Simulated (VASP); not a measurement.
# TiB2 (P6/mmm) in VASP: a series of runs, part 2 of 2

VASP 6.6.1.

### 5 Single point, LDA

This run uses another cell than the first one, of 8.89 Å³/atom, 1.083 times its volume.

Contents of INCAR:

```
SYSTEM = TiB2
PREC = Accurate
ENCUT = 520
EDIFF = 1E-6
ISMEAR = -1
SIGMA = 0.05
LREAL = .FALSE.
LASPH = .TRUE.
NELM = 60
ALGO = Normal
ISIF = 2
LWAVE = .FALSE.
LCHARG = .FALSE.
GGA = CA
NBANDS = 16
```

Contents of KPOINTS:

```
Automatic mesh
0
G
  10 10 8
  0 0 0
```

Contents of POSCAR:

```
TiB2
1.0
    3.0690624661      0.0000000000      0.0000000000
   -1.5345312330      2.6578860614      0.0000000000
    0.0000000000      0.0000000000      3.2708838193
Ti B
1 2
Direct
    0.0000000000      0.0000000000      0.0000000000
    0.6666666667      0.3333333333      0.5000000000
    0.3333333333      0.6666666667      0.5000000000
```

Potentials or basis: VASP PAW LDA potentials, release 64 (Ti_sv, B).

Started as:

```sh
$ cat potpaw_LDA.64/Ti_sv/POTCAR potpaw_LDA.64/B/POTCAR > POTCAR
$ mpirun -np 1 vasp_std > vasp.out
```

OUTCAR:

```text
SYSTEM = TiB2
   PREC = Accurate
   ENCUT = 520
   EDIFF = 1E-6
   ISMEAR = -1
   LREAL = .FALSE.
   LASPH = .TRUE.
   NELM = 60
   ISIF = 2
   GGA = CA

 ion  position               nearest neighbor table
   1  0.000  0.000  0.000-   2 2.41   3 2.41   2 2.41   3 2.41   3 2.41   3 2.41   2 2.41   2 2.41
                             2 2.41   2 2.41   3 2.41   3 2.41
   2  0.667  0.333  0.500-   3 1.77   3 1.77   3 1.77   1 2.41   1 2.41   1 2.41   1 2.41   1 2.41
                             1 2.41
   3  0.333  0.667  0.500-   2 1.77   2 1.77   2 1.77   1 2.41   1 2.41   1 2.41   1 2.41   1 2.41
                             1 2.41

  LATTYP: Found a hexagonal cell.
 ALAT       =     3.0690624661
 C/A-ratio  =     1.0657599366

  Lattice vectors:

 A1 = (   3.0690624661,   0.0000000000,   0.0000000000)
 A2 = (  -1.5345312330,   2.6578860614,   0.0000000000)
 A3 = (   0.0000000000,   0.0000000000,   3.2708838193)

Analysis of symmetry for initial positions (statically):
=====================================================================
 Subroutine PRICEL returns:
 Original cell was already a primitive cell.

 Routine SETGRP: Setting up the symmetry group for a
 hexagonal supercell.

 Subroutine GETGRP returns: Found 24 space group operations
 (whereof 24 operations were pure point group operations)
 out of a pool of 24 trial point group operations.

The static configuration has the point symmetry D_6h.

Analysis of symmetry for dynamics (positions and initial velocities):
=====================================================================
 Subroutine PRICEL returns:
 Original cell was already a primitive cell.

 Routine SETGRP: Setting up the symmetry group for a
 hexagonal supercell.

 Subroutine GETGRP returns: Found 24 space group operations
 (whereof 24 operations were pure point group operations)
 out of a pool of 24 trial point group operations.

[... 114 lines left out ...]
   NUPDOWN=      -1.0000    fix difference up-down
   EMIN   =  10.00;   EMAX   =-10.00  energy-range for DOS
   EFERMI =   0.00;   METHOD = LEGACY
   ISMEAR =    -1;   SIGMA  =   0.05  broadening in eV -4-tet -1-fermi 0-gaus
   EFERMI_NEDOS =   21; number of points for ismear=-14 and -15
   IALGO  =     38    algorithm
   IMIX   =      4    mixing-type and parameters
     AMIX     =   0.40;   BMIX     =  1.00
     AMIX_MAG =   1.60;   BMIX_MAG =  1.00
  volume/ion in A,a.u.               =       8.89        60.02
  Fermi-wavevector in a.u.,A,eV,Ry     =   1.435809  2.713285 28.049047  2.061547
  Thomas-Fermi vector in A             =   2.555066
   LORBIT       =      0    0 simple, 1 ext, 2 COOP (PROOUT), +10 PAW based schemes
   GGA     = CA    functional components
   LHFCALC =     F    Hartree Fock is set to
   AEXX    =    0.0000 exact exchange contribution
   IVDW    =     0    specifies the selected vdW correction
   LEPSILON=     F    determine dielectric tensor
   LRPA    =     F    only Hartree local field effects (RPA)
 non-spin polarized calculation
  energy-cutoff  :      520.00
  volume of cell :       26.68
 maximum number of plane-waves:       736
 NGX is ok and might be reduce to    24
   NGX = 11   NGY = 11   NGZ = 13

 number of electron      18.0000001 magnetization

 Free energy of the ion-electron system (eV)
  ---------------------------------------------------
  ext. energy  EPLUGINS =         0.00000000
  ---------------------------------------------------
  free energy    TOTEN  =       -26.78245628 eV

  energy without entropy =      -26.77601416  energy(sigma->0) =      -26.77923522

 E-fermi :   9.4249     XC(G=0): -12.7649

 val. band max:        9.3994652331   @ k =   0.2000   0.2000   0.1250
 cond. band min:       9.4286894152   @ k =   0.3000   0.2000   0.0000
 fundamental gap:      0.0292241821
 Fermi energy:         9.4248577992

 k-point     1 :       0.0000    0.0000    0.0000
  band No.  band energies     occupation
      1     -46.8450      2.00000
      2     -23.5732      2.00000
      3     -23.2828      2.00000
      4     -23.2828      2.00000
      5      -3.5901      2.00000
      6       6.9850      2.00000
[... 433 lines left out ...]
      3     -23.5347      2.00000
      4     -23.3840      2.00000
      5      -0.0280      2.00000
      6       1.3812      2.00000
[... 8 lines left out ...]
     15      17.7543      0.00000
     16      18.7256      0.00000

 [... further k-points ...]
[... 5 lines left out ...]
  --------------------------------------------------------------------------------------
  -------------------------------------------------------------------------------------
  Total       -3.2680867     -3.2680867     -3.1027498     -0.0000000      0.0000000     -0.0000000
  in kB     -196.2442524   -196.2442524   -186.3159942     -0.0000000      0.0000000     -0.0000000
  external PRESSURE =    -192.9348330 kB  Pullay stress =       0.0000000 kB

 VOLUME and BASIS-vectors are now :
 -----------------------------------------------------------------------------
  energy-cutoff  :      520.00
  volume of cell :       26.68
      direct lattice vectors                 reciprocal lattice vectors
     3.069062466  0.000000000  0.000000000     0.325832404  0.188119426  0.000000000
    -1.534531233  2.657886061  0.000000000     0.000000000  0.376238852  0.000000000
     0.000000000  0.000000000  3.270883819     0.000000000  0.000000000  0.305727765

 POSITION                                       TOTAL-FORCE (eV/Angst)
 -----------------------------------------------------------------------------------
      0.00000      0.00000      0.00000        -0.000000      0.000000      0.000000
      1.53453      0.88596      1.63544         0.000000      0.000000      0.000000
     -0.00000      1.77192      1.63544        -0.000000     -0.000000      0.000000
 -----------------------------------------------------------------------------------
    total drift:                               -0.000000      0.000000      0.000000

  FREE ENERGIE OF THE ION-ELECTRON SYSTEM (eV)
  ---------------------------------------------------
  free  energy   TOTEN  =       -26.7824562756 eV

  energy  without entropy=      -26.7760141630  energy(sigma->0) =      -26.77923522
```

Run time: 12 s. Hardware: 1 thread of Intel Xeon Platinum 8488C (Sapphire Rapids), shared host; peak memory 0.14 GiB.

Results:

```
Free energy            : -26.7825 eV
Pressure               : -19.3 GPa
Band gap on the k mesh : zero (band 9 reaches 9.84 eV, above the bottom of band 10 at 9.31 eV)
```

### 6 Single point, LDA

This run uses another cell than the first one, of 9.06 Å³/atom, 1.104 times its volume.

Contents of INCAR:

```
PREC = Accurate
ENCUT = 520
EDIFF = 1E-6
ISMEAR = -1
SIGMA = 0.05
LREAL = F
LASPH = T
NELM = 100
ALGO = Normal
ISIF = 2
LWAVE = F
LCHARG = T
LELF = T
LVHAR = T
NBANDS = 16
```

Contents of KPOINTS:

```
regular mesh
0
Gamma
  10 10 8
```

Contents of POSCAR:

```
TiB2
1.0
    3.0886111617      0.0000000000      0.0000000000
   -1.5443055808      2.6748157284      0.0000000000
    0.0000000000      0.0000000000      3.2917180359
Ti B
1 2
Direct
    0.0000000000      0.0000000000      0.0000000000
    0.6666666667      0.3333333333      0.5000000000
    0.3333333333      0.6666666667      0.5000000000
```

Potentials or basis: VASP PAW LDA potentials, release 64 (Ti_sv, B).

Started as:

```sh
$ cat potpaw_LDA.64/Ti_sv/POTCAR potpaw_LDA.64/B/POTCAR > POTCAR
$ mpirun -np 1 vasp_std > vasp.out
```

Wall time 12 s (1 thread of Intel Xeon Platinum 8488C (Sapphire Rapids), shared host); peak memory 0.14 GiB.

The run converged. Its results:

```
Free energy            : -26.7150 eV
Pressure               : -23.0 GPa
Band gap on the k mesh : zero (band 9 reaches 9.62 eV, above the bottom of band 10 at 9.11 eV)
```

Stress tensor (GPa, compression positive):
```
-23.61   0.00   0.00
  0.00 -23.61   0.00
  0.00   0.00 -21.69
```

Levels at points of the mesh, in eV from the Fermi level:
```tsv
k point	band 7	band 8	band 9	band 10	band 11	band 12
(0.00, 0.00, 0.00)	-2.40	-2.16	-1.91	1.77	1.77	3.43
(0.50, 0.00, 0.00)	-3.06	-2.97	-2.05	1.27	2.56	3.00
(0.00, 0.00, 0.50)	-0.46	-0.46	-0.11	-0.11	0.45	0.45
(0.50, 0.00, 0.50)	-4.33	-3.54	-2.96	2.30	2.73	4.15
```

### 7 Overview

| cell | gap on the mesh (eV) | pressure (GPa) |
| --- | --- | --- |
| a = 2.988, b = 2.988, c = 3.185 Å, angles 90.0, 90.0, 120.0°, 3 atoms | none | -0.1 |
| a = 3.009, b = 3.009, c = 3.207 Å, angles 90.0, 90.0, 120.0°, 3 atoms | none | -5.7 |
| a = 3.029, b = 3.029, c = 3.228 Å, angles 90.0, 90.0, 120.0°, 3 atoms | none | -10.7 |
| a = 3.069, b = 3.069, c = 3.271 Å, angles 90.0, 90.0, 120.0°, 3 atoms | none | -19.3 |
| a = 3.089, b = 3.089, c = 3.292 Å, angles 90.0, 90.0, 120.0°, 3 atoms | none | -23.0 |

Alike in all rows: task single point; level LDA; potentials or basis VASP PAW LDA potentials, release 64 (Ti_sv, B); no spin polarisation; k mesh 10 × 10 × 8; cutoff (eV) 520; smearing fermi-dirac 0.05 eV.

Total energies depend on the potentials used, so only differences within one code and one set of settings carry meaning.
